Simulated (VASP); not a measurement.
# BaS (F-43m) in VASP: further runs

The runs below take BaS through single point, with PBEsol.

Program: VASP 6.6.1. These are calculated values, not measurements. Logs are shortened: lines on timing, memory, paths and dates and some standing lists are left out, and cuts for length are marked.

## 1. The cell of the first run

It takes space group F-43m (No. 216, cubic). Conventional cell: a = 6.844 Å, b = 6.844 Å, c = 6.844 Å, α = 90.00°, β = 90.00°, γ = 90.00°. Within 3.9 Å of Ba (site symmetry -43m) lie 4 S at 2.96 Å. Within 3.9 Å of S (site symmetry -43m) lie 4 Ba at 2.96 Å.

## 2. Single point, PBEsol (volume scaled by 0.960)

INCAR

```
SYSTEM = BaS
ALGO = Normal
EDIFF = 1E-7
ENCUT = 520
GGA = PS
ISIF = 2
ISMEAR = 0
LASPH = .True.
LCHARG = .False.
LREAL = .False.
LWAVE = .False.
NBANDS = 15
NELM = 80
PREC = Accurate
SIGMA = 0.05
```

KPOINTS

```
k-points
0
Gamma
  8 8 8
  0 0 0
```

POSCAR

```
BaS
1.0
    0.0000000000      3.4218218150      3.4218218150
    3.4218218150      0.0000000000      3.4218218150
    3.4218218150      3.4218218150      0.0000000000
Ba S
1 1
Direct
    0.0000000000      0.0000000000      0.0000000000
    0.2500000000      0.2500000000      0.2500000000
```

Potentials or basis: VASP PAW PBE potentials, release 64 (Ba_sv, S).

Command:

```sh
$ cat potpaw_PBE.64/Ba_sv/POTCAR potpaw_PBE.64/S/POTCAR > POTCAR
$ mpirun -np 1 vasp_std > vasp.out
```

OUTCAR:

```text
SYSTEM = BaS
   EDIFF = 1E-7
   ENCUT = 520
   GGA = PS
   ISIF = 2
   ISMEAR = 0
   LASPH = .True.
   LREAL = .False.
   NELM = 80
   PREC = Accurate

 ion  position               nearest neighbor table
   1  0.000  0.000  0.000-   2 2.96   2 2.96   2 2.96   2 2.96
   2  0.250  0.250  0.250-   1 2.96   1 2.96   1 2.96   1 2.96

  LATTYP: Found a face centered cubic cell.
 ALAT       =     6.8436436300

  Lattice vectors:

 A1 = (   0.0000000000,   3.4218218150,   3.4218218150)
 A2 = (   3.4218218150,   0.0000000000,   3.4218218150)
 A3 = (   3.4218218150,   3.4218218150,   0.0000000000)

Analysis of symmetry for initial positions (statically):
=====================================================================
 Subroutine PRICEL returns:
 Original cell was already a primitive cell.

 Routine SETGRP: Setting up the symmetry group for a
 face centered cubic supercell.

 Subroutine GETGRP returns: Found 24 space group operations
 (whereof 24 operations were pure point group operations)
 out of a pool of 48 trial point group operations.

The static configuration has the point symmetry T_d .

Analysis of symmetry for dynamics (positions and initial velocities):
=====================================================================
 Subroutine PRICEL returns:
 Original cell was already a primitive cell.

 Routine SETGRP: Setting up the symmetry group for a
 face centered cubic supercell.

 Subroutine GETGRP returns: Found 24 space group operations
 (whereof 24 operations were pure point group operations)
 out of a pool of 48 trial point group operations.

The dynamic configuration has the point symmetry T_d .

 Subroutine INISYM returns: Found 24 space group operations
 (whereof 24 operations are pure point group operations),
 and found     1 'primitive' translations

----------------------------------------------------------------------------------------

                                     Primitive cell

  volume of cell :      80.1313

  direct lattice vectors                    reciprocal lattice vectors
     0.000000000  3.421821815  3.421821815    -0.146120993  0.146120993  0.146120993
     3.421821815  0.000000000  3.421821815     0.146120993 -0.146120993  0.146120993
     3.421821815  3.421821815  0.000000000     0.146120993  0.146120993 -0.146120993

  length of vectors
     4.839186819  4.839186819  4.839186819     0.253088983  0.253088983  0.253088983

  position of ions in fractional coordinates (direct lattice)
     0.000000000  0.000000000  0.000000000
     0.250000000  0.250000000  0.250000000

  ion indices of the primitive-cell ions
   primitive index   ion index
                 1           1
                 2           2

----------------------------------------------------------------------------------------

 KPOINTS: k-points

Automatic generation of k-mesh.
 Grid dimensions read from file:
 generate k-points for:    8    8    8

 Generating k-lattice:

  Cartesian coordinates                     Fractional coordinates (reciprocal lattice)
    -0.018265124  0.018265124  0.018265124     0.125000000  0.000000000  0.000000000
     0.018265124 -0.018265124  0.018265124     0.000000000  0.125000000  0.000000000
     0.018265124  0.018265124 -0.018265124     0.000000000  0.000000000  0.125000000

  Length of vectors
     0.031636123  0.031636123  0.031636123

  Shift w.r.t. Gamma in fractional coordinates (k-lattice)
     0.000000000  0.000000000  0.000000000

 Subroutine IBZKPT returns following result:
 ===========================================

 Found     29 irreducible k-points:

 Following reciprocal coordinates:
            Coordinates               Weight
  0.000000  0.000000  0.000000      1.000000
  0.125000  0.000000  0.000000      8.000000
  0.250000  0.000000  0.000000      8.000000
  0.375000  0.000000  0.000000      8.000000
  0.500000  0.000000  0.000000      4.000000
  0.125000  0.125000  0.000000      6.000000
[... 16 lines left out ...]
  0.500000  0.250000  0.125000     48.000000
 -0.375000  0.250000  0.125000     24.000000
 [... further k-points ...]
   k-points           NKPTS =     29   k-points in BZ     NKDIM =     29   number of bands    NBANDS=     15
   number of dos      NEDOS =    301   number of ions     NIONS =      2
   total plane-waves  NPLWV =  46656
   dimension x,y,z NGX =    36 NGY =   36 NGZ =   36
   dimension x,y,z NGXF=    72 NGYF=   72 NGZF=   72
   ions per type =               1   1
   NGX,Y,Z   is equivalent  to a cutoff of  12.37, 12.37, 12.37 a.u.
   NGXF,Y,Z  is equivalent  to a cutoff of  24.73, 24.73, 24.73 a.u.
 SYSTEM =  BaS
   PREC   = accura    normal or accurate (medium, high low for compatibility)
   ISTART =      0    job   : 0-new  1-cont  2-samecut
   ICHARG =      2    charge: 1-file 2-atom 10-const
   ISPIN  =      1    spin polarized calculation?
   LNONCOLLINEAR =      F non collinear calculations
   LSORBIT =      F    spin-orbit coupling
[... 27 lines left out ...]
   LORBIT       =      0    0 simple, 1 ext, 2 COOP (PROOUT), +10 PAW based schemes
   GGA     = PS    functional components
   LHFCALC =     F    Hartree Fock is set to
   AEXX    =    0.0000 exact exchange contribution
   IVDW    =     0    specifies the selected vdW correction
   LEPSILON=     F    determine dielectric tensor
   LRPA    =     F    only Hartree local field effects (RPA)
 non-spin polarized calculation
 Gauss-broadening in eV      SIGMA  =   0.05
  energy-cutoff  :      520.00
  volume of cell :       80.13
 maximum number of plane-waves:      2180
   NGX = 17   NGY = 17   NGZ = 17

 number of electron      16.0000000 magnetization

 Free energy of the ion-electron system (eV)
  ---------------------------------------------------
  ext. energy  EPLUGINS =         0.00000000
  ---------------------------------------------------
  free energy    TOTEN  =       -10.13185932 eV

  energy without entropy =      -10.13185932  energy(sigma->0) =      -10.13185932

 E-fermi :   0.3857     XC(G=0):  -7.6761

 val. band max:        0.0855531618   @ k =  -0.2500   0.5000   0.2500
 cond. band min:       2.8198681349   @ k =   0.0000   0.0000   0.0000
 fundamental gap:      2.7343149732
 Fermi energy:         0.3857233656

 k-point     1 :       0.0000    0.0000    0.0000
  band No.  band energies     occupation
      1     -25.7617      2.00000
      2     -10.9530      2.00000
      3     -10.9530      2.00000
      4     -10.9530      2.00000
      5      -9.9437      2.00000
      6      -0.7686      2.00000
      7      -0.7686      2.00000
      8      -0.7686      2.00000
      9       2.8199      0.00000
     10       5.1776      0.00000
     11       5.1776      0.00000
     12       7.2989      0.00000
     13       7.2989      0.00000
     14       7.2989      0.00000
     15      10.5310      0.00000

 k-point     2 :       0.1250    0.0000    0.0000
  band No.  band energies     occupation
      1     -25.7582      2.00000
      2     -11.1677      2.00000
      3     -10.9613      2.00000
      4     -10.9613      2.00000
      5      -9.7263      2.00000
      6      -0.8153      2.00000
      7      -0.7183      2.00000
      8      -0.7183      2.00000
      9       3.1937      0.00000
     10       5.0277      0.00000
     11       5.0277      0.00000
     12       7.0883      0.00000
     13       7.6312      0.00000
     14       7.6312      0.00000
     15       9.4692      0.00000

 k-point     3 :       0.2500    0.0000    0.0000
  band No.  band energies     occupation
      1     -25.7499      2.00000
      2     -11.5155      2.00000
      3     -10.9813      2.00000
      4     -10.9813      2.00000
      5      -9.3785      2.00000
      6      -0.8165      2.00000
      7      -0.6025      2.00000
      8      -0.6025      2.00000
      9       3.9787      0.00000
     10       4.9162      0.00000
     11       4.9162      0.00000
     12       6.7519      0.00000
     13       7.8481      0.00000
     14       7.8481      0.00000
     15       8.0159      0.00000
[... 343 lines left out ...]
 k-point    23 :       0.5000    0.2500    0.1250
  band No.  band energies     occupation
      1     -25.7369      2.00000
      2     -11.8249      2.00000
      3     -11.1041      2.00000
      4     -11.0296      2.00000
      5      -8.9616      2.00000
      6      -0.7910      2.00000
      7      -0.4171      2.00000
      8      -0.2617      2.00000
      9       3.9991      0.00000
     10       4.5806      0.00000
     11       5.6325      0.00000
     12       6.6736      0.00000
     13       7.2561      0.00000
     14       7.8895      0.00000
     15       8.7377      0.00000

 k-point    24 :      -0.3750    0.2500    0.1250
  band No.  band energies     occupation
      1     -25.7341      2.00000
      2     -11.8841      2.00000
      3     -11.1223      2.00000
      4     -11.0406      2.00000
      5      -8.8894      2.00000
      6      -0.6264      2.00000
      7      -0.4869      2.00000
      8      -0.2000      2.00000
      9       3.8355      0.00000
     10       4.6970      0.00000
     11       5.5355      0.00000
     12       6.7544      0.00000
     13       7.1690      0.00000
     14       7.7429      0.00000
     15       9.3782      0.00000

 [... further k-points ...]
[... 5 lines left out ...]
  --------------------------------------------------------------------------------------
  -------------------------------------------------------------------------------------
  Total        0.9587995      0.9587995      0.9587995      0.0000000      0.0000000      0.0000000
  in kB       19.1706229     19.1706229     19.1706229      0.0000000      0.0000000      0.0000000
  external PRESSURE =      19.1706229 kB  Pullay stress =       0.0000000 kB

 VOLUME and BASIS-vectors are now :
 -----------------------------------------------------------------------------
  energy-cutoff  :      520.00
  volume of cell :       80.13
      direct lattice vectors                 reciprocal lattice vectors
     0.000000000  3.421821815  3.421821815    -0.146120993  0.146120993  0.146120993
     3.421821815  0.000000000  3.421821815     0.146120993 -0.146120993  0.146120993
     3.421821815  3.421821815  0.000000000     0.146120993  0.146120993 -0.146120993

 POSITION                                       TOTAL-FORCE (eV/Angst)
 -----------------------------------------------------------------------------------
      0.00000      0.00000      0.00000         0.000000      0.000000      0.000000
      1.71091      1.71091      1.71091        -0.000000     -0.000000     -0.000000
 -----------------------------------------------------------------------------------
    total drift:                               -0.000000     -0.000000     -0.000000

  FREE ENERGIE OF THE ION-ELECTRON SYSTEM (eV)
  ---------------------------------------------------
  free  energy   TOTEN  =       -10.1318593155 eV

  energy  without entropy=      -10.1318593155  energy(sigma->0) =      -10.13185932
```

Wall time 46 s (1 thread of AMD EPYC 7R13, shared host); peak memory 0.19 GiB.

Results:

- Free energy: -10.1319 eV
- Pressure: 1.9 GPa
- Band gap on the k mesh: 2.73 eV, indirect (least direct gap 3.31 eV)

Caveat: the cell differs from its parent crystal (volume scaled by 0.960); the PAW data sets were made with another functional, which shifts forces and pressure a little; spin-orbit coupling is left out, which moves the levels of the heavy elements.

## 3. Single point, PBEsol (volume scaled by 0.980)

INCAR

```
ALGO = Normal ; EDIFF = 1E-6
ENCUT = 520 ; GGA = PS
ISIF = 2 ; ISMEAR = 0
LASPH = T ; LCHARG = F
LREAL = F ; LWAVE = F
NBANDS = 15 ; NELM = 80
PREC = Accurate ; SIGMA = 0.05
```

KPOINTS

```
k-points
0
Gamma
  8 8 8
```

POSCAR

```
BaS
1.0
    0.0000000000      3.4454213318      3.4454213318
    3.4454213318      0.0000000000      3.4454213318
    3.4454213318      3.4454213318      0.0000000000
Ba S
1 1
Direct
    0.0000000000      0.0000000000      0.0000000000
    0.2500000000      0.2500000000      0.2500000000
```

Potentials or basis: VASP PAW PBE potentials, release 64 (Ba_sv, S).

Command:

```sh
$ cat potpaw_PBE.64/Ba_sv/POTCAR potpaw_PBE.64/S/POTCAR > POTCAR
$ mpirun -np 1 vasp_std > vasp.out
```

It took 50 s on 1 thread of AMD EPYC 7R13, shared host; peak memory 0.19 GiB.

It converged, with:

| Item | Value |
| --- | --- |
| Free energy | -10.1481 eV |
| Pressure | 1.2 GPa |
| Band gap on the k mesh | 2.71 eV, indirect (least direct gap 3.31 eV) |

Levels at points of the mesh, in eV from the valence-band top:
| k point | band 6 | band 7 | band 8 | band 9 | band 10 | band 11 |
| --- | --- | --- | --- | --- | --- | --- |
| (0.00, 0.00, 0.00) | -0.81 | -0.81 | -0.81 | 2.71 | 5.07 | 5.07 |
| (0.50, 0.00, 0.00) | -0.65 | -0.51 | -0.51 | 4.45 | 5.30 | 5.30 |
| (0.50, 0.50, 0.00) | -1.25 | -0.01 | -0.01 | 3.37 | 4.55 | 6.43 |

Caveat: the cell differs from its parent crystal (volume scaled by 0.980); the PAW data sets were made with another functional, which shifts forces and pressure a little; spin-orbit coupling is left out, which moves the levels of the heavy elements.

## 4. Single point, PBEsol

This run uses another cell than the first one, of 41.74 Å³/atom, 1.042 times its volume.

INCAR

```
ALGO = Normal
EDIFF = 1E-7
ENCUT = 520
GGA = PS
ISIF = 2
ISMEAR = 0
LASPH = True
LCHARG = False
LREAL = False
LWAVE = False
NBANDS = 15
NELM = 60
PREC = Accurate
SIGMA = 0.05
```

KPOINTS is that of step 3.

POSCAR

```
BaS
1.0
    0.0000000000      3.4687019119      3.4687019119
    3.4687019119      0.0000000000      3.4687019119
    3.4687019119      3.4687019119      0.0000000000
Ba S
1 1
Direct
    0.0000000000      0.0000000000      0.0000000000
    0.2500000000      0.2500000000      0.2500000000
```

Command:

```sh
$ cat potpaw_PBE.64/Ba_sv/POTCAR potpaw_PBE.64/S/POTCAR > POTCAR
$ mpirun -np 1 vasp_std > vasp.out
```

It took 72 s on 1 thread of AMD EPYC 7R13, shared host; peak memory 0.19 GiB.

The run converged. Its results:

| Quantity | Value |
| --- | --- |
| Free energy | -10.1570 eV |
| Pressure | 0.5 GPa |
| Band gap on the k mesh | 2.69 eV, indirect (least direct gap 3.32 eV) |

Levels at points of the mesh, in eV from the valence-band top:
```
           k point  band 5  band 6  band 7  band 8  band 9  band 10  band 11  band 12
(0.00, 0.00, 0.00)   -9.96   -0.77   -0.77   -0.77    2.69     5.05     5.05     7.08
(0.50, 0.00, 0.00)   -9.19   -0.64   -0.48   -0.48    4.43     5.26     5.26     5.40
(0.50, 0.50, 0.00)   -8.97   -1.20   -0.01   -0.01    3.37     4.53     6.38     6.38
```

Caveat: the PAW data sets were made with another functional, which shifts forces and pressure a little; spin-orbit coupling is left out, which moves the levels of the heavy elements. A hybrid or GW would open this gap; PBEsol tends to underestimate it.

## 5. Single point, PBEsol

This run uses another cell than the first one, of 41.90 Å³/atom, 1.046 times its volume.

INCAR

```
PREC = Accurate ; ENCUT = 520
EDIFF = 1E-7 ; ISMEAR = 0
SIGMA = 0.05 ; LREAL = False
LASPH = True ; NELM = 60
ALGO = Normal ; ISIF = 2
LWAVE = False ; LCHARG = False
GGA = PS ; NBANDS = 15
```

KPOINTS

```
Automatic mesh
0
Gamma
  8 8 8
```

POSCAR

```
BaS
1.0
    0.0000000000      3.4733392194      3.4733392194
    3.4733392194      0.0000000000      3.4733392194
    3.4733392194      3.4733392194      0.0000000000
Ba S
1 1
Direct
    0.0000000000      0.0000000000      0.0000000000
    0.2500000000      0.2500000000      0.2500000000
```

Command:

```sh
$ cat potpaw_PBE.64/Ba_sv/POTCAR potpaw_PBE.64/S/POTCAR > POTCAR
$ mpirun -np 1 vasp_std > vasp.out
```

Wall time 84 s (1 thread of AMD EPYC 7R13, shared host); peak memory 0.22 GiB.

Results (log left out):

| Quantity | Value |
| --- | --- |
| Free energy | -10.1579 eV |
| Pressure | 0.4 GPa |
| Band gap on the k mesh | 2.68 eV, indirect (least direct gap 3.32 eV) |

Levels at points of the mesh, in eV from the valence-band top:
| k point | band 5 | band 6 | band 7 | band 8 | band 9 | band 10 | band 11 | band 12 |
| --- | --- | --- | --- | --- | --- | --- | --- | --- |
| (0.00, 0.00, 0.00) | -9.95 | -0.76 | -0.76 | -0.76 | 2.68 | 5.05 | 5.05 | 7.07 |
| (0.50, 0.00, 0.00) | -9.20 | -0.64 | -0.48 | -0.48 | 4.42 | 5.26 | 5.26 | 5.39 |
| (0.50, 0.50, 0.00) | -8.98 | -1.19 | -0.01 | -0.01 | 3.37 | 4.53 | 6.37 | 6.37 |

Caveat: the PAW data sets were made with another functional, which shifts forces and pressure a little; spin-orbit coupling is left out, which moves the levels of the heavy elements.

## 6. Single point, PBEsol (volume scaled by 1.020)

INCAR

```
SYSTEM = BaS
ALGO     = Normal         ! electronic algorithm
EDIFF    = 1E-6           ! SCF threshold, eV
ENCUT    = 520            ! plane-wave cutoff, eV
GGA      = PS             ! functional
ISIF     = 2              ! what is computed and relaxed
ISMEAR   = 0              ! smearing method
LASPH    = .True.         ! aspherical terms in the spheres
LCHARG   = .True.         ! write CHGCAR
LELF     = .True.         ! ELF
LREAL    = .False.        ! projectors in reciprocal space
LVHAR    = .True.       
LWAVE    = .False.        ! write WAVECAR
NBANDS   = 15             ! bands
NELM     = 60             ! most SCF steps
PREC     = Accurate       ! precision mode
SIGMA    = 0.05           ! smearing width, eV
```

KPOINTS

```
k-points
0
Gamma
  8 8 8
  0 0 0
```

POSCAR

```
BaS
1.0
    0.0000000000      3.4916741172      3.4916741172
    3.4916741172      0.0000000000      3.4916741172
    3.4916741172      3.4916741172      0.0000000000
Ba S
1 1
Direct
    0.0000000000      0.0000000000      0.0000000000
    0.2500000000      0.2500000000      0.2500000000
```

Potentials or basis: VASP PAW PBE potentials, release 64 (Ba_sv, S).

Command:

```sh
$ cat potpaw_PBE.64/Ba_sv/POTCAR potpaw_PBE.64/S/POTCAR > POTCAR
$ mpirun -np 1 vasp_std > vasp.out
```

Run time: 82 s. Hardware: 1 thread of AMD EPYC 7R13, shared host; peak memory 0.22 GiB.

The run converged. Its results:

* Free energy: -10.1592 eV
* Pressure: -0.1 GPa
* Band gap on the k mesh: 2.66 eV, indirect (least direct gap 3.32 eV)

Levels at points of the mesh, in eV from the valence-band top:
```csv
k point,band 4,band 5,band 6,band 7,band 8,band 9,band 10,band 11,band 12,band 13
"(0.00, 0.00, 0.00)",-11.18,-9.93,-0.73,-0.73,-0.73,2.66,5.03,5.03,7.02,7.02
"(0.50, 0.00, 0.00)",-11.22,-9.22,-0.63,-0.46,-0.46,4.40,5.23,5.23,5.35,6.42
"(0.50, 0.50, 0.00)",-11.29,-9.01,-1.16,-0.01,-0.01,3.37,4.51,6.32,6.32,6.38
```

Caveat: the cell differs from its parent crystal (volume scaled by 1.020); the PAW data sets were made with another functional, which shifts forces and pressure a little; spin-orbit coupling is left out, which moves the levels of the heavy elements. A k mesh can miss the band edges.

## 7. The runs side by side

```csv
cell,gap on the mesh (eV),pressure (GPa)
"a = 4.839 Å, angles 60.0°, 2 atoms",2.73,1.9
"a = 4.873 Å, angles 60.0°, 2 atoms",2.71,1.2
"a = 4.905 Å, angles 60.0°, 2 atoms",2.69,0.5
"a = 4.912 Å, angles 60.0°, 2 atoms",2.68,0.4
"a = 4.938 Å, angles 60.0°, 2 atoms",2.66,-0.1
```

Alike in all rows: task single point; level PBEsol; potentials or basis VASP PAW PBE potentials, release 64 (Ba_sv, S); no spin polarisation; k mesh 8 × 8 × 8; cutoff (eV) 520; smearing gaussian 0.05 eV.

Caveats: the PAW data sets were made with another functional, which shifts forces and pressure a little; spin-orbit coupling is left out, which moves the levels of the heavy elements.

Absolute energies hang on the potentials; compare differences alone.
